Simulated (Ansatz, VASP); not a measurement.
## Two plane-wave programs on AlN

File INCAR:

```
PREC     = Accurate       # precision mode
ENCUT    = 520            # plane-wave cutoff, eV
EDIFF    = 1E-6           # SCF threshold, eV
ISMEAR   = 0              # smearing method
SIGMA    = 0.01           # smearing width, eV
LREAL    = F              # projectors in reciprocal space
LASPH    = T              # aspherical terms in the spheres
NELM     = 100            # most SCF steps
ALGO     = Normal         # electronic algorithm
ISIF     = 2              # what is computed and relaxed
LWAVE    = F              # write WAVECAR
LCHARG   = F              # write CHGCAR
GGA      = PS             # functional
NBANDS   = 11             # bands
```

File KPOINTS:

```
Automatic mesh
0
Gamma
  8 8 8
```

Contents of POSCAR:

```
AlN
1.0
    0.0000000000      2.1839940000      2.1839940000
    2.1839940000      0.0000000000      2.1839940000
    2.1839940000      2.1839940000      0.0000000000
Al N
1 1
Direct
    0.0000000000      0.0000000000      0.0000000000
    0.7500000000      0.7500000000      0.7500000000
```

Input for Ansatz:

```yaml
crystal:
  lattice:
    - [0.0, 2.183994, 2.183994]
    - [2.183994, 0.0, 2.183994]
    - [2.183994, 2.183994, 0.0]
  atoms:
    - { symbol: Al, position: [0.0, 0.0, 0.0] }
    - { symbol: "N", position: [0.75, 0.75, 0.75] }
basis:
  ecutwfc: 550.0
kpoints:
  mp_grid:
    grid: [8, 8, 8]
hamiltonian:
  xc: pbesol
scf:
  occupations:
    method: fixed
output:
  eigenvalues: true
```

Alike in both runs: task single point; functional PBEsol; k mesh 8 × 8 × 8; no spin polarisation.

|  | VASP | Ansatz |
| --- | --- | --- |
| version | VASP 6.6.1 | Ansatz 0.2.0 |
| potentials or method | VASP PAW PBE potentials, release 64 (Al, N), cutoff 520 eV | plane waves, PAW |
| occupations | gaussian, width 0.01 eV | fixed |
| valence electrons in the cell | 8 | 8 |

```csv
,VASP,Ansatz,Ansatz less VASP
gap on the k mesh at the Fermi level (eV),3.19,3.20,+0.009
```

VASP's potentials were made for PBE, not for PBEsol.
